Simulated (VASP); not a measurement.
# TaN (Fm-3m) in VASP: notebook

Runs on TaN. Level: PBEsol. Tasks: single point.

Program: VASP 6.6.1. These are calculated values, not measurements. Logs are shortened: lines on timing, memory, paths and dates and some standing lists are left out, and cuts for length are marked.

**1. The cell of the first run**

The structure is cubic, space group Fm-3m (No. 225). The conventional cell has a = 4.179 Å, b = 4.179 Å, c = 4.179 Å, α = 90.00°, β = 90.00°, γ = 90.00°. Ta (site symmetry m-3m) has 6 N at 2.09 Å within 2.8 Å. N (site symmetry m-3m) has 6 Ta at 2.09 Å within 2.8 Å.

**2. Single point, PBEsol (equal strain along all axes, cell held: -4.5 %)**

The input, INCAR:

```
SYSTEM = TaN
ALGO = Fast ; EDIFF = 1E-6
ENCUT = 520 ; GGA = PS
ISIF = 2 ; ISMEAR = 0
LASPH = .TRUE. ; LCHARG = .TRUE.
LELF = .TRUE. ; LREAL = .FALSE.
LVHAR = .TRUE. ; LWAVE = .FALSE.
NBANDS = 24 ; NELM = 60
PREC = Accurate ; SIGMA = 0.1
```

The input, KPOINTS:

```
k-points
0
G
  16 16 12
  0 0 0
```

The input, POSCAR:

```
TaN
1.0
    2.0893916898      2.0893916898      0.0000000000
   -2.0893916898      2.0893916898      0.0000000000
    0.0000000000      0.0000000000      4.1787833797
Ta N
2 2
Direct
    0.5000000000      0.5000000000      0.0000000000
    0.0000000000      0.0000000000      0.5000000000
    0.0000000000      0.0000000000      0.0000000000
    0.5000000000      0.5000000000      0.5000000000
```

Potentials or basis: VASP PAW PBE potentials, release 64 (Ta_pv, N).

Launch:

```sh
cat potpaw_PBE.64/Ta_pv/POTCAR potpaw_PBE.64/N/POTCAR > POTCAR
mpirun -np 1 vasp_std > vasp.out
```

OUTCAR:

```text
SYSTEM = TaN
   EDIFF = 1E-6
   ENCUT = 520
   GGA = PS
   ISIF = 2
   ISMEAR = 0
   LASPH = .TRUE.
   LREAL = .FALSE.
   NELM = 60
   PREC = Accurate

 ion  position               nearest neighbor table
   1  0.500  0.500  0.000-   3 2.09   3 2.09   3 2.09   3 2.09   4 2.09   4 2.09   2 2.95   2 2.95
                             2 2.95   2 2.95   2 2.95   2 2.95   2 2.95   2 2.95
   2  0.000  0.000  0.500-   4 2.09   4 2.09   4 2.09   4 2.09   3 2.09   3 2.09   1 2.95   1 2.95
                             1 2.95   1 2.95   1 2.95   1 2.95   1 2.95   1 2.95
   3  0.000  0.000  0.000-   1 2.09   1 2.09   1 2.09   1 2.09   2 2.09   2 2.09
   4  0.500  0.500  0.500-   2 2.09   2 2.09   2 2.09   2 2.09   1 2.09   1 2.09

  LATTYP: Found a simple tetragonal cell.
 ALAT       =     2.9548460648
 C/A-ratio  =     1.4142135624

  Lattice vectors:

 A1 = (   2.0893916898,   2.0893916898,   0.0000000000)
 A2 = (  -2.0893916898,   2.0893916898,   0.0000000000)
 A3 = (   0.0000000000,   0.0000000000,   4.1787833797)

Analysis of symmetry for initial positions (statically):
=====================================================================
 Subroutine PRICEL returns following result:

  LATTYP: Found a face centered cubic cell.
 ALAT       =     4.1787833796

  Lattice vectors:

 A1 = (   0.0000000000,  -2.0893916898,  -2.0893916898)
 A2 = (   2.0893916898,   0.0000000000,  -2.0893916898)
 A3 = (   2.0893916898,  -2.0893916898,   0.0000000000)

   2 primitive cells build up your supercell.

 Routine SETGRP: Setting up the symmetry group for a
 simple tetragonal supercell.

 Subroutine GETGRP returns: Found 16 space group operations
 (whereof 16 operations were pure point group operations)
 out of a pool of 16 trial point group operations.

The static configuration has the point symmetry D_4h.

Analysis of symmetry for dynamics (positions and initial velocities):
=====================================================================
 Subroutine PRICEL returns following result:

  LATTYP: Found a face centered cubic cell.
 ALAT       =     4.1787833796

  Lattice vectors:

 A1 = (   0.0000000000,  -2.0893916898,  -2.0893916898)
 A2 = (   2.0893916898,   0.0000000000,  -2.0893916898)
 A3 = (   2.0893916898,  -2.0893916898,   0.0000000000)

   2 primitive cells build up your supercell.

 Routine SETGRP: Setting up the symmetry group for a
 simple tetragonal supercell.

 Subroutine GETGRP returns: Found 16 space group operations
 (whereof 16 operations were pure point group operations)
 out of a pool of 16 trial point group operations.

The dynamic configuration has the point symmetry D_4h.

 Subroutine INISYM returns: Found 16 space group operations
 (whereof 16 operations are pure point group operations),
 and found     2 'primitive' translations

----------------------------------------------------------------------------------------

                                     Primitive cell

  volume of cell :      18.2427

  direct lattice vectors                    reciprocal lattice vectors
     0.000000000 -2.089391690 -2.089391690    -0.239304101 -0.239304101 -0.239304101
     2.089391690  0.000000000 -2.089391690     0.239304101  0.239304101 -0.239304101
     2.089391690 -2.089391690  0.000000000     0.239304101 -0.239304101  0.239304101

  length of vectors
     2.954846065  2.954846065  2.954846065     0.414486861  0.414486861  0.414486861

  position of ions in fractional coordinates (direct lattice)
     0.500000000  0.500000000  0.500000000
     0.000000000  1.000000000  0.000000000

  ion indices of the primitive-cell ions
   primitive index   ion index
                 1           1
                 2           4

----------------------------------------------------------------------------------------

 KPOINTS: k-points

Automatic generation of k-mesh.
 Grid dimensions read from file:
 generate k-points for:   16   16   12

 Generating k-lattice:

  Cartesian coordinates                     Fractional coordinates (reciprocal lattice)
     0.014956506  0.014956506  0.000000000     0.062500000  0.000000000  0.000000000
    -0.014956506  0.014956506  0.000000000     0.000000000  0.062500000  0.000000000
     0.000000000  0.000000000  0.019942008     0.000000000  0.000000000  0.083333333

  Length of vectors
     0.021151694  0.021151694  0.019942008

  Shift w.r.t. Gamma in fractional coordinates (k-lattice)
     0.000000000  0.000000000  0.000000000

 Subroutine IBZKPT returns following result:
 ===========================================

 Found    315 irreducible k-points:

 Following reciprocal coordinates:
            Coordinates               Weight
  0.000000  0.000000  0.000000      1.000000
  0.062500  0.000000  0.000000      4.000000
  0.125000  0.000000  0.000000      4.000000
  0.187500  0.000000  0.000000      4.000000
  0.250000  0.000000  0.000000      4.000000
  0.312500  0.000000  0.000000      4.000000
[... 16 lines left out ...]
  0.437500  0.125000  0.000000      8.000000
  0.500000  0.125000  0.000000      4.000000
 [... further k-points ...]
   k-points           NKPTS =    315   k-points in BZ     NKDIM =    315   number of bands    NBANDS=     24
   number of dos      NEDOS =    301   number of ions     NIONS =      4
   total plane-waves  NPLWV =  18432
   dimension x,y,z NGX =    24 NGY =   24 NGZ =   32
   dimension x,y,z NGXF=    48 NGYF=   48 NGZF=   64
   ions per type =               2   2
   NGX,Y,Z   is equivalent  to a cutoff of  13.50, 13.50, 12.73 a.u.
   NGXF,Y,Z  is equivalent  to a cutoff of  27.01, 27.01, 25.46 a.u.
 SYSTEM =  TaN
   PREC   = accura    normal or accurate (medium, high low for compatibility)
   ISTART =      0    job   : 0-new  1-cont  2-samecut
   ICHARG =      2    charge: 1-file 2-atom 10-const
   ISPIN  =      1    spin polarized calculation?
   LNONCOLLINEAR =      F non collinear calculations
   LSORBIT =      F    spin-orbit coupling
   LASPH  =      T    aspherical Exc in radial PAW
   ENCUT  =  520.0 eV  38.22 Ry    6.18 a.u.   5.49  5.49  7.77*2*pi/ulx,y,z
   NELM   =     60;   NELMIN=  2; NELMDL= -5     # of ELM steps
   EDIFF  = 0.1E-05   stopping-criterion for ELM
   LREAL  =      F    real-space projection
   EDIFFG = 0.1E-04   stopping-criterion for IOM
   NSW    =      0    number of steps for IOM
   IBRION =     -1    ionic relax: 0-MD 1-quasi-New 2-CG
   NFREE  =      0    steps in history (QN), initial steepest desc. (CG)
   ISIF   =      2    stress and relaxation
   ISYM   =      2    0-nonsym 1-usesym 2-fastsym
   POTIM  = 0.5000    time-step for ionic-motion
   TEBEG  =    0.0;   TEEND  =   0.0 temperature during run
   PSTRESS=    0.0 pullay stress
   NELECT =      32.0000    total number of electrons
   NUPDOWN=      -1.0000    fix difference up-down
   EMIN   =  10.00;   EMAX   =-10.00  energy-range for DOS
   EFERMI =   0.00;   METHOD = LEGACY
   ISMEAR =     0;   SIGMA  =   0.10  broadening in eV -4-tet -1-fermi 0-gaus
   EFERMI_NEDOS =   21; number of points for ismear=-14 and -15
   IALGO  =     68    algorithm
   IMIX   =      4    mixing-type and parameters
     AMIX     =   0.40;   BMIX     =  1.00
     AMIX_MAG =   1.60;   BMIX_MAG =  1.00
  volume/ion in A,a.u.               =       9.12        61.55
  Fermi-wavevector in a.u.,A,eV,Ry     =   1.567058  2.961309 33.411413  2.455670
  Thomas-Fermi vector in A             =   2.669294
   LORBIT       =      0    0 simple, 1 ext, 2 COOP (PROOUT), +10 PAW based schemes
   GGA     = PS    functional components
   LHFCALC =     F    Hartree Fock is set to
   AEXX    =    0.0000 exact exchange contribution
   IVDW    =     0    specifies the selected vdW correction
   LEPSILON=     F    determine dielectric tensor
   LRPA    =     F    only Hartree local field effects (RPA)
 non-spin polarized calculation
 RMM-DIIS sequential band-by-band and
 Gauss-broadening in eV      SIGMA  =   0.10
  energy-cutoff  :      520.00
  volume of cell :       36.49
 maximum number of plane-waves:      1008
 NGX is ok and might be reduce to    24
   NGX = 11   NGY = 11   NGZ = 15

 number of electron      32.0000002 magnetization

 Free energy of the ion-electron system (eV)
  ---------------------------------------------------
  ext. energy  EPLUGINS =         0.00000000
  ---------------------------------------------------
  free energy    TOTEN  =       -45.37465518 eV

  energy without entropy =      -45.36609557  energy(sigma->0) =      -45.37037538

 E-fermi :  11.1761     XC(G=0): -14.4514

 val. band max:       11.1759779227   @ k =   0.3125   0.0625   0.0833
 cond. band min:      11.1880933001   @ k =   0.3750   0.0000   0.2500
 fundamental gap:      0.0121153774
 Fermi energy:        11.1761460312

 k-point     1 :       0.0000    0.0000    0.0000
  band No.  band energies     occupation
      1     -25.4719      2.00000
      2     -24.7009      2.00000
      3     -24.7009      2.00000
      4     -24.2095      2.00000
      5     -24.2095      2.00000
      6     -24.2094      2.00000
[... 16 lines left out ...]
     23      15.7089      0.00000
     24      15.7091      0.00000

 k-point     2 :       0.0625    0.0000    0.0000
  band No.  band energies     occupation
      1     -25.4579      2.00000
      2     -24.7295      2.00000
      3     -24.6922      2.00000
      4     -24.2503      2.00000
      5     -24.2191      2.00000
      6     -24.2099      2.00000
[... 16 lines left out ...]
     23      15.5828      0.00000
     24      15.6192      0.00000

 k-point     3 :       0.1250    0.0000    0.0000
  band No.  band energies     occupation
      1     -25.4165      2.00000
      2     -24.8093      2.00000
      3     -24.6670      2.00000
      4     -24.3653      2.00000
      5     -24.2482      2.00000
      6     -24.2116      2.00000
[... 16 lines left out ...]
     23      15.2444      0.00000
     24      15.3561      0.00000
[... 514 lines left out ...]
 k-point    23 :       0.4375    0.1250    0.0000
  band No.  band energies     occupation
      1     -25.3020      2.00000
      2     -25.2292      2.00000
      3     -24.8896      2.00000
      4     -24.6591      2.00000
      5     -24.4844      2.00000
      6     -24.3890      2.00000
[... 16 lines left out ...]
     23      17.7771      0.00000
     24      19.5065      0.00000

 k-point    24 :       0.5000    0.1250    0.0000
  band No.  band energies     occupation
      1     -25.2946      2.00000
      2     -25.2946      2.00000
      3     -24.7720      2.00000
      4     -24.7720      2.00000
      5     -24.4321      2.00000
      6     -24.4321      2.00000
[... 16 lines left out ...]
     23      18.8504      0.00000
     24      18.8504      0.00000

 [... further k-points ...]

------------------------ aborting loop because EDIFF is reached ----------------------------------------

  FORCE on cell =-STRESS in cart. coord.  units (eV):
  Direction    XX          YY          ZZ          XY          YZ          ZX
  --------------------------------------------------------------------------------------
  -------------------------------------------------------------------------------------
  Total       15.6733797     15.6733797     15.7236295      0.0000000     -0.0000000     -0.0000000
  in kB      688.2617866    688.2617866    690.4683940      0.0000000     -0.0000000     -0.0000000
  external PRESSURE =     688.9973224 kB  Pullay stress =       0.0000000 kB

 VOLUME and BASIS-vectors are now :
 -----------------------------------------------------------------------------
  energy-cutoff  :      520.00
  volume of cell :       36.49
      direct lattice vectors                 reciprocal lattice vectors
     2.089391690  2.089391690  0.000000000     0.239304101  0.239304101  0.000000000
    -2.089391690  2.089391690  0.000000000    -0.239304101  0.239304101  0.000000000
     0.000000000  0.000000000  4.178783380     0.000000000  0.000000000  0.239304101

 POSITION                                       TOTAL-FORCE (eV/Angst)
 -----------------------------------------------------------------------------------
      0.00000      2.08939      0.00000         0.000000      0.000000     -0.000000
      0.00000      0.00000      2.08939        -0.000000     -0.000000      0.000000
      0.00000      0.00000      0.00000        -0.000000      0.000000      0.000000
      0.00000      2.08939      2.08939         0.000000     -0.000000      0.000000
 -----------------------------------------------------------------------------------
    total drift:                                0.000000     -0.000000     -0.000000

  FREE ENERGIE OF THE ION-ELECTRON SYSTEM (eV)
  ---------------------------------------------------
  free  energy   TOTEN  =       -45.3746551826 eV

  energy  without entropy=      -45.3660955682  energy(sigma->0) =      -45.37037538
```

Run time: 4.7 min. Hardware: 1 thread of Oxide Virtual Turin-like, shared host; peak memory 0.3 GiB.

What came out:

| Property | Result |
| --- | --- |
| Free energy | -45.3747 eV |
| Pressure | 68.9 GPa |
| Band gap on the k mesh | zero (bands 16 and 17 overlap by 5.03 eV) |

Caveat: the cell differs from its parent crystal (equal strain along all axes, cell held: -4.5 %); the cell stands under pressure; the PAW data sets were made with another functional, which shifts forces and pressure a little; spin-orbit coupling is left out, which moves the levels of the heavy elements.

(Continued in part 2 of 2.)
